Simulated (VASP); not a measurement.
# La2O3 (P-3m1) in VASP: a series of runs

La2O3 is run at these levels: PBE; tasks: single point.

All numbers are computed with VASP 6.6.1; they aren't measurements. Logs are shortened: lines on timing, memory, paths and dates and some standing lists are left out, and cuts for length are marked.

## Step 1: The cell of the first run

The structure is trigonal, space group P-3m1 (No. 164). The conventional cell has a = 3.995 Å, b = 3.995 Å, c = 6.212 Å, α = 90.00°, β = 90.00°, γ = 120.00°. Within 3.2 Å of La (site symmetry 3m) lie 7 O at 2.40 to 2.77 Å. O (site symmetry 3m) has 4 La at 2.40 to 2.48 Å and 6 O at 2.93 to 3.19 Å within 3.2 Å. O (site symmetry -3m) has 6 La at 2.77 Å and 6 O at 3.19 Å within 3.6 Å.

## Step 2: Single point, PBE

INCAR

```
SYSTEM = La2O3
ALGO = Normal
EDIFF = 1E-6
ENCUT = 520
GGA = PE
ISIF = 2
ISMEAR = 0
LASPH = .True.
LCHARG = .False.
LREAL = .False.
LWAVE = .False.
NBANDS = 28
NELM = 60
PREC = Accurate
SIGMA = 0.01
```

KPOINTS

```
k-points
0
Gamma
  6 6 4
  0 0 0
```

POSCAR

```
La2O3
1.0
    3.9952284386      0.0000000000      0.0000000000
   -1.9976142193      3.4599687072      0.0000000000
    0.0000000000      0.0000000000      6.2121677786
La O
2 3
Direct
    0.6666666667      0.3333333333      0.7537640000
    0.3333333333      0.6666666667      0.2462360000
    0.6666666667      0.3333333333      0.3541090000
    0.3333333333      0.6666666667      0.6458910000
    0.0000000000      0.0000000000      0.0000000000
```

Potentials or basis: VASP PAW PBE potentials, release 64 (La, O).

Command:

```console
cat potpaw_PBE.64/La/POTCAR potpaw_PBE.64/O/POTCAR > POTCAR
mpirun -np 1 vasp_std > vasp.out
```

OUTCAR:

```text
SYSTEM = La2O3
   EDIFF = 1E-6
   ENCUT = 520
   GGA = PE
   ISIF = 2
   ISMEAR = 0
   LASPH = .True.
   LREAL = .False.
   NELM = 60
   PREC = Accurate

 ion  position               nearest neighbor table
   1  0.667  0.333  0.754-   4 2.40   4 2.40   4 2.40   3 2.48   5 2.77   5 2.77   5 2.77
   2  0.333  0.667  0.246-   3 2.40   3 2.40   3 2.40   4 2.48   5 2.77   5 2.77   5 2.77
   3  0.667  0.333  0.354-   2 2.40   2 2.40   2 2.40   1 2.48
   4  0.333  0.667  0.646-   1 2.40   1 2.40   1 2.40   2 2.48
   5  0.000  0.000  0.000-   2 2.77   1 2.77   2 2.77   1 2.77   1 2.77   2 2.77

  LATTYP: Found a hexagonal cell.
 ALAT       =     3.9952284386
 C/A-ratio  =     1.5548967660

  Lattice vectors:

 A1 = (   3.9952284386,   0.0000000000,   0.0000000000)
 A2 = (  -1.9976142193,   3.4599687072,   0.0000000000)
 A3 = (   0.0000000000,   0.0000000000,   6.2121677786)

Analysis of symmetry for initial positions (statically):
=====================================================================
 Subroutine PRICEL returns:
 Original cell was already a primitive cell.

 Routine SETGRP: Setting up the symmetry group for a
 hexagonal supercell.

 Subroutine GETGRP returns: Found 12 space group operations
 (whereof 12 operations were pure point group operations)
 out of a pool of 24 trial point group operations.

The static configuration has the point symmetry D_3d.

Analysis of symmetry for dynamics (positions and initial velocities):
=====================================================================
 Subroutine PRICEL returns:
 Original cell was already a primitive cell.

 Routine SETGRP: Setting up the symmetry group for a
 hexagonal supercell.

 Subroutine GETGRP returns: Found 12 space group operations
 (whereof 12 operations were pure point group operations)
 out of a pool of 24 trial point group operations.

The dynamic configuration has the point symmetry D_3d.

 Subroutine INISYM returns: Found 12 space group operations
 (whereof 12 operations are pure point group operations),
 and found     1 'primitive' translations

----------------------------------------------------------------------------------------

                                     Primitive cell

  volume of cell :      85.8731

  direct lattice vectors                    reciprocal lattice vectors
     3.995228439  0.000000000  0.000000000     0.250298579  0.144509977  0.000000000
    -1.997614219  3.459968707  0.000000000     0.000000000  0.289019955  0.000000000
     0.000000000  0.000000000  6.212167779     0.000000000  0.000000000  0.160974403

  length of vectors
     3.995228439  3.995227906  6.212167779     0.289019916  0.289019955  0.160974403

  position of ions in fractional coordinates (direct lattice)
     0.666666667  0.333333333  0.753764000
     0.333333333  0.666666667  0.246236000
     0.666666667  0.333333333  0.354109000
     0.333333333  0.666666667  0.645891000
     0.000000000  0.000000000  0.000000000

  ion indices of the primitive-cell ions
   primitive index   ion index
                 1           1
                 2           2
                 3           3
                 4           4
                 5           5

----------------------------------------------------------------------------------------

 KPOINTS: k-points

Automatic generation of k-mesh.
 Grid dimensions read from file:
 generate k-points for:    6    6    4

 Generating k-lattice:

  Cartesian coordinates                     Fractional coordinates (reciprocal lattice)
     0.041716430  0.024084996  0.000000000     0.166666667  0.000000000  0.000000000
     0.000000000  0.048169992  0.000000000     0.000000000  0.166666667  0.000000000
     0.000000000  0.000000000  0.040243601     0.000000000  0.000000000  0.250000000

  Length of vectors
     0.048169986  0.048169992  0.040243601

  Shift w.r.t. Gamma in fractional coordinates (k-lattice)
     0.000000000  0.000000000  0.000000000

 Subroutine IBZKPT returns following result:
 ===========================================

 Found     24 irreducible k-points:

 Following reciprocal coordinates:
            Coordinates               Weight
  0.000000  0.000000  0.000000      1.000000
  0.166667  0.000000  0.000000      6.000000
  0.333333  0.000000  0.000000      6.000000
  0.500000  0.000000  0.000000      3.000000
  0.166667  0.166667  0.000000      6.000000
  0.333333  0.166667  0.000000     12.000000
[... 16 lines left out ...]
  0.333333  0.166667  0.500000     12.000000
  0.333333  0.333333  0.500000      2.000000
   k-points           NKPTS =     24   k-points in BZ     NKDIM =     24   number of bands    NBANDS=     28
   number of dos      NEDOS =    301   number of ions     NIONS =      5
   total plane-waves  NPLWV =  43200
   dimension x,y,z NGX =    30 NGY =   30 NGZ =   48
   dimension x,y,z NGXF=    60 NGYF=   60 NGZF=   96
   ions per type =               2   3
   NGX,Y,Z   is equivalent  to a cutoff of  12.48, 12.48, 12.85 a.u.
   NGXF,Y,Z  is equivalent  to a cutoff of  24.97, 24.97, 25.69 a.u.
 SYSTEM =  La2O3
   PREC   = accura    normal or accurate (medium, high low for compatibility)
   ISTART =      0    job   : 0-new  1-cont  2-samecut
   ICHARG =      2    charge: 1-file 2-atom 10-const
   ISPIN  =      1    spin polarized calculation?
   LNONCOLLINEAR =      F non collinear calculations
   LSORBIT =      F    spin-orbit coupling
   LASPH  =      T    aspherical Exc in radial PAW
   ENCUT  =  520.0 eV  38.22 Ry    6.18 a.u.   7.43  7.43 11.55*2*pi/ulx,y,z
   NELM   =     60;   NELMIN=  2; NELMDL= -5     # of ELM steps
   EDIFF  = 0.1E-05   stopping-criterion for ELM
   LREAL  =      F    real-space projection
   EDIFFG = 0.1E-04   stopping-criterion for IOM
   NSW    =      0    number of steps for IOM
   IBRION =     -1    ionic relax: 0-MD 1-quasi-New 2-CG
   NFREE  =      0    steps in history (QN), initial steepest desc. (CG)
   ISIF   =      2    stress and relaxation
   ISYM   =      2    0-nonsym 1-usesym 2-fastsym
   POTIM  = 0.5000    time-step for ionic-motion
   TEBEG  =    0.0;   TEEND  =   0.0 temperature during run
   PSTRESS=    0.0 pullay stress
   NELECT =      40.0000    total number of electrons
   NUPDOWN=      -1.0000    fix difference up-down
   EMIN   =  10.00;   EMAX   =-10.00  energy-range for DOS
   EFERMI =   0.00;   METHOD = LEGACY
   ISMEAR =     0;   SIGMA  =   0.01  broadening in eV -4-tet -1-fermi 0-gaus
   EFERMI_NEDOS =   21; number of points for ismear=-14 and -15
   IALGO  =     38    algorithm
   IMIX   =      4    mixing-type and parameters
     AMIX     =   0.40;   BMIX     =  1.00
     AMIX_MAG =   1.60;   BMIX_MAG =  1.00
  volume/ion in A,a.u.               =      17.17       115.90
  Fermi-wavevector in a.u.,A,eV,Ry     =   1.269042  2.398141 21.911726  1.610466
  Thomas-Fermi vector in A             =   2.402104
   LORBIT       =      0    0 simple, 1 ext, 2 COOP (PROOUT), +10 PAW based schemes
   GGA     = PE    functional components
   LHFCALC =     F    Hartree Fock is set to
   AEXX    =    0.0000 exact exchange contribution
   IVDW    =     0    specifies the selected vdW correction
   LEPSILON=     F    determine dielectric tensor
   LRPA    =     F    only Hartree local field effects (RPA)
 non-spin polarized calculation
 Gauss-broadening in eV      SIGMA  =   0.01
  energy-cutoff  :      520.00
  volume of cell :       85.87
 maximum number of plane-waves:      2352
 NGX is ok and might be reduce to    30
   NGX = 15   NGY = 15   NGZ = 23

 number of electron      39.9999999 magnetization

 Free energy of the ion-electron system (eV)
  ---------------------------------------------------
  ext. energy  EPLUGINS =         0.00000000
  ---------------------------------------------------
  free energy    TOTEN  =       -41.78190137 eV

  energy without entropy =      -41.78190137  energy(sigma->0) =      -41.78190137

 E-fermi :   5.6115     XC(G=0): -10.2348

 val. band max:        5.5067314606   @ k =   0.5000   0.0000   0.5000
 cond. band min:       9.2892521371   @ k =   0.5000   0.0000   0.0000
 fundamental gap:      3.7825206765
 Fermi energy:         5.6114742102

 k-point     1 :       0.0000    0.0000    0.0000
  band No.  band energies     occupation
      1     -24.4793      2.00000
      2     -24.2861      2.00000
      3     -11.2355      2.00000
      4     -10.0397      2.00000
      5      -9.6466      2.00000
      6      -7.9555      2.00000
[... 20 lines left out ...]
     27      10.6204      0.00000
     28      10.7717      0.00000

 k-point     2 :       0.1667    0.0000    0.0000
  band No.  band energies     occupation
      1     -24.4428      2.00000
      2     -24.2720      2.00000
      3     -11.2483      2.00000
      4     -10.4756      2.00000
      5      -9.9221      2.00000
      6      -8.0412      2.00000
[... 20 lines left out ...]
     27      10.7350      0.00000
     28      10.7981      0.00000

 k-point     3 :       0.3333    0.0000    0.0000
  band No.  band energies     occupation
      1     -24.3618      2.00000
      2     -24.2502      2.00000
      3     -11.4174      2.00000
      4     -11.1511      2.00000
      5      -9.9442      2.00000
      6      -8.1923      2.00000
[... 20 lines left out ...]
     27      10.6843      0.00000
     28      10.6929      0.00000

 k-point     4 :       0.5000    0.0000    0.0000
  band No.  band energies     occupation
      1     -24.3110      2.00000
      2     -24.2488      2.00000
      3     -11.5096      2.00000
      4     -11.4758      2.00000
      5      -9.7424      2.00000
      6      -8.4876      2.00000
[... 578 lines left out ...]
     27      10.6362      0.00000
     28      10.7358      0.00000

 k-point    23 :       0.3333    0.1667    0.5000
  band No.  band energies     occupation
      1     -24.2836      2.00000
      2     -24.2758      2.00000
      3     -11.6198      2.00000
      4     -11.4216      2.00000
      5      -9.8489      2.00000
      6      -8.2756      2.00000
[... 20 lines left out ...]
     27      10.6471      0.00000
     28      10.6593      0.00000

 k-point    24 :       0.3333    0.3333    0.5000
  band No.  band energies     occupation
      1     -24.2664      2.00000
      2     -24.2664      2.00000
      3     -11.5634      2.00000
      4     -11.5634      2.00000
      5     -10.0877      2.00000
      6      -8.4456      2.00000
[... 20 lines left out ...]
     27      10.6233      0.00000
     28      10.6491      0.00000

------------------------ aborting loop because EDIFF is reached ----------------------------------------

  FORCE on cell =-STRESS in cart. coord.  units (eV):
  Direction    XX          YY          ZZ          XY          YZ          ZX
  --------------------------------------------------------------------------------------
  -------------------------------------------------------------------------------------
  Total       -2.6747427     -2.6747418     -1.7432720      0.0000000     -0.0000000      0.0000000
  in kB      -49.9040322    -49.9040144    -32.5251090      0.0000000     -0.0000000      0.0000000
  external PRESSURE =     -44.1110519 kB  Pullay stress =       0.0000000 kB

 VOLUME and BASIS-vectors are now :
 -----------------------------------------------------------------------------
  energy-cutoff  :      520.00
  volume of cell :       85.87
      direct lattice vectors                 reciprocal lattice vectors
     3.995228439  0.000000000  0.000000000     0.250298579  0.144509977  0.000000000
    -1.997614219  3.459968707  0.000000000     0.000000000  0.289019955  0.000000000
     0.000000000  0.000000000  6.212167779     0.000000000  0.000000000  0.160974403

 POSITION                                       TOTAL-FORCE (eV/Angst)
 -----------------------------------------------------------------------------------
      1.99761      1.15332      4.68251        -0.000000      0.000000     -0.338871
     -0.00000      2.30665      1.52966        -0.000000     -0.000000      0.338871
      1.99761      1.15332      2.19978         0.000000      0.000000     -0.062883
     -0.00000      2.30665      4.01238         0.000000     -0.000000      0.062883
      0.00000      0.00000      0.00000        -0.000000      0.000000     -0.000000
 -----------------------------------------------------------------------------------
    total drift:                               -0.000000      0.000000      0.000000

  FREE ENERGIE OF THE ION-ELECTRON SYSTEM (eV)
  ---------------------------------------------------
  free  energy   TOTEN  =       -41.7819013699 eV

  energy  without entropy=      -41.7819013699  energy(sigma->0) =      -41.78190137
```

Wall time 74 s (1 thread of Intel Xeon 6975P-C, shared host); peak memory 0.23 GiB.

Results:

```
Free energy            : -41.7819 eV
Pressure               : -4.4 GPa
Largest force          : 0.339 eV/Å
Band gap on the k mesh : 3.78 eV, indirect (least direct gap 3.98 eV)
```

Forces in eV/Å, atoms in the order of the input:
```
La   0.000  0.000 -0.339
La   0.000  0.000  0.339
O    0.000  0.000 -0.063
O    0.000  0.000  0.063
O    0.000  0.000  0.000
```

Caveat: spin-orbit coupling is left out, which moves the levels of the heavy elements.

(Continued in part 2 of 2.)
